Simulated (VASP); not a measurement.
Write the native input for VASP 6.6.1 that does the following.

```
Task                   : relaxation of cell and atoms
Functional             : PBE
Potentials or basis    : VASP PAW PBE potentials, release 64 (Ru_pv)
Cutoff                 : 600 eV
k mesh                 : 17 × 17 × 16
Occupations            : fermi-dirac, width 0.05 eV
Spin                   : no spin polarisation
Target pressure        : -0.3 GPa
Dipole correction      : no
Further INCAR settings : ALGO = Normal; EDIFF = 1e-06; IBRION = 2; EDIFFG = -0.005; NSW = 32; ISIF = 3
```

The structure of Ru lies in POSCAR:

```
Ru
1.0
    2.6576799682      0.0000000000      0.0000000000
   -1.3288399841      2.3016183676      0.0000000000
    0.0000000000      0.0000000000      2.4604804727
Ru
1
Direct
    0.0000000000      0.0000000000      0.0000000000
```

These files were run (other wordings do the same):

INCAR

```
SYSTEM = Ru
  PREC = Accurate
  ENCUT = 600
  EDIFF = 1E-6
  ISMEAR = -1
  SIGMA = 0.05
  LREAL = .FALSE.
  LASPH = .TRUE.
  NELM = 100
  ALGO = Normal
  ISIF = 3
  LWAVE = .FALSE.
  LCHARG = .FALSE.
  GGA = PE
  IBRION = 2
  NSW = 32
  EDIFFG = -0.005
  PSTRESS = -3.0
```

KPOINTS

```
regular mesh
0
G
  17 17 16
  0 0 0
```

Potentials or basis: VASP PAW PBE potentials, release 64 (Ru_pv).

Command:

```sh
$ cat potpaw_PBE.64/Ru_pv/POTCAR > POTCAR
$ mpirun -np 1 vasp_std > vasp.out
```

Results of the run:

```yaml
Energy_change_on_relaxing_the_enthalpy_is_what_falls: -0.0 meV/atom
Ionic_steps: 10
Pressure_after_relaxing: -0.3 GPa
Band_gap_on_the_k_mesh: zero (band 7 reaches 13.46 eV, above the bottom of band 8 at 10.08 eV)
```

Caveat: the cell is relaxed towards a set pressure, so the enthalpy falls and the energy may rise.

It took 58 s on 1 thread of Intel(R) Xeon(R) 6975P-C (Granite Rapids), on a shared host, peak memory 0.19 GiB.
